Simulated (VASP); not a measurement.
# Ti3Se (P-6m2) in VASP: notebook, part 2 of 2

VASP 6.6.1.

**3. Single point, LDA**

File INCAR:

```
SYSTEM = Ti3Se
  PREC = Accurate
  ENCUT = 520
  EDIFF = 1E-7
  ISMEAR = 1
  SIGMA = 0.1
  LREAL = .FALSE.
  LASPH = .TRUE.
  NELM = 100
  ALGO = Normal
  ISIF = 2
  LWAVE = .FALSE.
  LCHARG = .FALSE.
  GGA = CA
  NBANDS = 29
```

File KPOINTS:

```
Automatic mesh
0
G
  12 12 5
  0 0 0
```

File POSCAR:

```
Ti3Se
1.0
    3.2294245000      0.0000000000      0.0000000000
   -1.6147072000      2.7967607000      0.0000000000
    0.0000000000      0.0000000000      7.7862464464
Ti Se
3 1
Direct
    0.3333333333      0.6666666667      0.2271000000
    0.3333333333      0.6666666667      0.7729000000
    0.6666666667      0.3333333333      0.5000000000
    0.0000000000      0.0000000000      0.0000000000
```

Potentials or basis: VASP PAW LDA potentials, release 64 (Ti_sv, Se).

Run with:

```sh
$ cat potpaw_LDA.64/Ti_sv/POTCAR potpaw_LDA.64/Se/POTCAR > POTCAR
$ mpirun -np 1 vasp_std > vasp.out
```

OUTCAR:

```text
SYSTEM = Ti3Se
   PREC = Accurate
   ENCUT = 520
   EDIFF = 1E-7
   ISMEAR = 1
   LREAL = .FALSE.
   LASPH = .TRUE.
   NELM = 100
   ISIF = 2
   GGA = CA

 ion  position               nearest neighbor table
   1  0.333  0.667  0.227-   4 2.57   4 2.57   4 2.57   3 2.83   3 2.83   3 2.83
   2  0.333  0.667  0.773-   4 2.57   4 2.57   4 2.57   3 2.83   3 2.83   3 2.83
   3  0.667  0.333  0.500-   1 2.83   2 2.83   1 2.83   2 2.83   1 2.83   2 2.83
   4  0.000  0.000  0.000-   1 2.57   2 2.57   1 2.57   2 2.57   1 2.57   2 2.57

  LATTYP: Found a hexagonal cell.
 ALAT       =     3.2294245000
 C/A-ratio  =     2.4110321967

  Lattice vectors:

 A1 = (   3.2294245000,   0.0000000000,   0.0000000000)
 A2 = (  -1.6147072000,   2.7967607000,   0.0000000000)
 A3 = (   0.0000000000,   0.0000000000,   7.7862464464)

Analysis of symmetry for initial positions (statically):
=====================================================================
 Subroutine PRICEL returns:
 Original cell was already a primitive cell.

 Routine SETGRP: Setting up the symmetry group for a
 hexagonal supercell.

 Subroutine GETGRP returns: Found 12 space group operations
 (whereof 12 operations were pure point group operations)
 out of a pool of 24 trial point group operations.

The static configuration has the point symmetry D_3h.

Analysis of symmetry for dynamics (positions and initial velocities):
=====================================================================
 Subroutine PRICEL returns:
 Original cell was already a primitive cell.

 Routine SETGRP: Setting up the symmetry group for a
 hexagonal supercell.

 Subroutine GETGRP returns: Found 12 space group operations
 (whereof 12 operations were pure point group operations)
 out of a pool of 24 trial point group operations.

The dynamic configuration has the point symmetry D_3h.

 Subroutine INISYM returns: Found 12 space group operations
 (whereof 12 operations are pure point group operations),
 and found     1 'primitive' translations

[... 114 lines left out ...]
   EFERMI_NEDOS =   21; number of points for ismear=-14 and -15
   IALGO  =     38    algorithm
   IMIX   =      4    mixing-type and parameters
     AMIX     =   0.40;   BMIX     =  1.00
     AMIX_MAG =   1.60;   BMIX_MAG =  1.00
  volume/ion in A,a.u.               =      17.58       118.64
  Fermi-wavevector in a.u.,A,eV,Ry     =   1.378653  2.605277 25.860388  1.900685
  Thomas-Fermi vector in A             =   2.503695
   LORBIT       =      0    0 simple, 1 ext, 2 COOP (PROOUT), +10 PAW based schemes
   GGA     = CA    functional components
   LHFCALC =     F    Hartree Fock is set to
   AEXX    =    0.0000 exact exchange contribution
   IVDW    =     0    specifies the selected vdW correction
   LEPSILON=     F    determine dielectric tensor
   LRPA    =     F    only Hartree local field effects (RPA)
 non-spin polarized calculation
 Methfessel and Paxton  Order N= 1 SIGMA  =   0.10
  energy-cutoff  :      520.00
  volume of cell :       70.32
 maximum number of plane-waves:      1920
   NGX = 13   NGY = 13   NGZ = 29

 number of electron      41.9999985 magnetization

 Free energy of the ion-electron system (eV)
  ---------------------------------------------------
  ext. energy  EPLUGINS =         0.00000000
  ---------------------------------------------------
  free energy    TOTEN  =       -31.79926398 eV

  energy without entropy =      -31.79962308  energy(sigma->0) =      -31.79938368

 E-fermi :   7.8768     XC(G=0): -11.5994

 val. band max:        7.8555192805   @ k =   0.4167   0.1667   0.2000
 cond. band min:       7.8809291917   @ k =   0.0833   0.0833   0.0000
 fundamental gap:      0.0254099112
 Fermi energy:         7.8768175850

 k-point     1 :       0.0000    0.0000    0.0000
  band No.  band energies     occupation
      1     -48.4335      2.00000
      2     -48.4071      2.00000
      3     -48.2548      2.00000
      4     -25.3083      2.00000
      5     -25.2068      2.00000
      6     -24.9349      2.00000
[... 757 lines left out ...]
     28      10.0721      0.00000
     29      10.0989      0.00000

 [... further k-points ...]
[... 5 lines left out ...]
  --------------------------------------------------------------------------------------
  -------------------------------------------------------------------------------------
  Total       -3.5300272     -3.5300197     -2.7166193     -0.0000064     -0.0000000      0.0000000
  in kB      -80.4229583    -80.4227883    -61.8914668     -0.0001452     -0.0000000      0.0000000
  external PRESSURE =     -74.2457378 kB  Pullay stress =       0.0000000 kB

 VOLUME and BASIS-vectors are now :
 -----------------------------------------------------------------------------
  energy-cutoff  :      520.00
  volume of cell :       70.32
      direct lattice vectors                 reciprocal lattice vectors
     3.229424500  0.000000000  0.000000000     0.309652695  0.178777697  0.000000000
    -1.614707200  2.796760700  0.000000000     0.000000000  0.357556512  0.000000000
     0.000000000  0.000000000  7.786246446     0.000000000  0.000000000  0.128431589

 POSITION                                       TOTAL-FORCE (eV/Angst)
 -----------------------------------------------------------------------------------
      0.00000      1.86451      1.76826        -0.000000     -0.000000     -0.078455
      0.00000      1.86451      6.01799         0.000000     -0.000000      0.078455
      1.61471      0.93225      3.89312        -0.000000     -0.000000     -0.000000
      0.00000      0.00000      0.00000        -0.000000      0.000000     -0.000000
 -----------------------------------------------------------------------------------
    total drift:                                0.000077      0.000045     -0.000000

  FREE ENERGIE OF THE ION-ELECTRON SYSTEM (eV)
  ---------------------------------------------------
  free  energy   TOTEN  =       -31.7992639850 eV

  energy  without entropy=      -31.7996230822  energy(sigma->0) =      -31.79938368
```

OSZICAR:

```text
N       E                     dE             d eps       ncg     rms          rms(c)
DAV:   1     0.508750540186E+03    0.50875E+03   -0.21491E+04  3306   0.171E+03
DAV:   2     0.288590191673E+02   -0.47989E+03   -0.47017E+03  3336   0.514E+02
DAV:   3    -0.298538247384E+02   -0.58713E+02   -0.57339E+02  5682   0.149E+02
DAV:   4    -0.355399550038E+02   -0.56861E+01   -0.56607E+01  4868   0.422E+01
DAV:   5    -0.358413419979E+02   -0.30139E+00   -0.30117E+00  4981   0.885E+00    0.154E+01
DAV:   6    -0.323246438933E+02    0.35167E+01   -0.24362E+01  4732   0.406E+01    0.632E+00
DAV:   7    -0.334364347934E+02   -0.11118E+01   -0.16885E+01  5591   0.237E+01    0.131E+01
DAV:   8    -0.318204977690E+02    0.16159E+01   -0.16865E+01  4857   0.136E+01    0.262E+00
DAV:   9    -0.317947160497E+02    0.25782E-01   -0.46979E-01  4555   0.393E+00    0.108E+00
DAV:  10    -0.318004417556E+02   -0.57257E-02   -0.58842E-02  4639   0.172E+00    0.466E-01
DAV:  11    -0.317991760087E+02    0.12657E-02   -0.19513E-02  4796   0.140E+00    0.980E-02
DAV:  12    -0.317992937042E+02   -0.11770E-03   -0.94527E-04  4058   0.289E-01    0.428E-02
DAV:  13    -0.317992659969E+02    0.27707E-04   -0.19292E-04  5198   0.118E-01    0.178E-02
DAV:  14    -0.317992644398E+02    0.15571E-05   -0.35911E-05  4600   0.412E-02    0.780E-03
DAV:  15    -0.317992640156E+02    0.42425E-06   -0.40583E-06  4797   0.219E-02    0.370E-03
DAV:  16    -0.317992639850E+02    0.30619E-07   -0.27930E-07  3548   0.424E-03
   1 F= -.31799264E+02 E0= -.31799384E+02  d E =0.359097E-03
```

It took 41 s on 1 thread of Intel Xeon 6975P-C (Granite Rapids), shared host; peak memory 0.22 GiB.

Results:

* Free energy: -31.7993 eV
* Pressure: -7.4 GPa
* Largest force: 0.078 eV/Å
* Band gap on the k mesh: zero (band 21 reaches 8.18 eV, above the bottom of band 22 at 7.68 eV)

Forces on the atoms (eV/Å):
```
Ti   0.000  0.000 -0.078
Ti   0.000  0.000  0.078
Ti   0.000  0.000  0.000
Se   0.000  0.000  0.000
```

Levels at points of the mesh, in eV from the Fermi level:
```
           k point  band 19  band 20  band 21  band 22  band 23  band 24
(0.00, 0.00, 0.00)     0.06     0.06     0.17     0.20     0.20     1.13
(0.50, 0.00, 0.00)    -1.54    -0.59    -0.36     0.11     0.89     0.91
```

**4. Single point, LDA**

This run uses another cell than the first one, of the same volume but with other edges.

File INCAR:

```
SYSTEM = Ti3Se
PREC = Accurate ; ENCUT = 520
EDIFF = 1E-6 ; ISMEAR = 1
SIGMA = 0.1 ; LREAL = .False.
LASPH = .True. ; NELM = 100
ALGO = Normal ; ISIF = 2
LWAVE = .False. ; LCHARG = .False.
NBANDS = 29
```

File KPOINTS:

```
Automatic mesh
0
Gamma
  12 12 5
  0 0 0
```

File POSCAR:

```
Ti3Se
1.0
    3.2613990000      0.0000000000      0.0000000000
   -1.6306944000      2.8244514000      0.0000000000
    0.0000000000      0.0000000000      7.6343233372
Ti Se
3 1
Direct
    0.3333333333      0.6666666667      0.2271000000
    0.3333333333      0.6666666667      0.7729000000
    0.6666666667      0.3333333333      0.5000000000
    0.0000000000      0.0000000000      0.0000000000
```

Run with:

```sh
$ cat potpaw_LDA.64/Ti_sv/POTCAR potpaw_LDA.64/Se/POTCAR > POTCAR
$ mpirun -np 1 vasp_std > vasp.out
```

Run time: 39 s. Hardware: 1 thread of Intel Xeon 6975P-C (Granite Rapids), shared host; peak memory 0.21 GiB.

Results (log left out):

* Free energy: -31.7713 eV
* Pressure: -7.1 GPa
* Largest force: 0.062 eV/Å
* Band gap on the k mesh: zero (band 21 reaches 8.13 eV, above the bottom of band 22 at 7.71 eV)

Forces on the atoms (eV/Å):
```
Ti   0.000  0.000 -0.062
Ti   0.000  0.000  0.062
Ti   0.000  0.000  0.000
Se   0.000  0.000  0.000
```

Stress tensor (GPa, compression positive):
```
-8.57  0.00  0.00
 0.00 -8.57  0.00
 0.00  0.00 -4.03
```

Levels at points of the mesh, in eV from the Fermi level:
```tsv
k point	band 18	band 19	band 20	band 21	band 22	band 23	band 24	band 25
(0.00, 0.00, 0.00)	-1.77	-0.04	-0.04	0.11	0.11	0.44	1.21	1.32
(0.50, 0.00, 0.00)	-1.63	-1.54	-0.60	-0.32	0.04	0.93	0.99	2.30
```

**5. The runs side by side**

```tsv
cell	gap on the mesh (eV)	pressure (GPa)	largest force (eV/Å)
a = 3.197, b = 3.197, c = 7.943 Å, angles 90.0, 90.0, 120.0°, 4 atoms	none	-7.8	0.10
a = 3.229, b = 3.229, c = 7.786 Å, angles 90.0, 90.0, 120.0°, 4 atoms	none	-7.4	0.08
a = 3.261, b = 3.261, c = 7.634 Å, angles 90.0, 90.0, 120.0°, 4 atoms	none	-7.1	0.06
```

Alike in all rows: task single point; level LDA; potentials or basis VASP PAW LDA potentials, release 64 (Ti_sv, Se); no spin polarisation; k mesh 12 × 12 × 5; cutoff (eV) 520; smearing methfessel-paxton 0.1 eV.

Absolute energies hang on the potentials; compare differences alone.
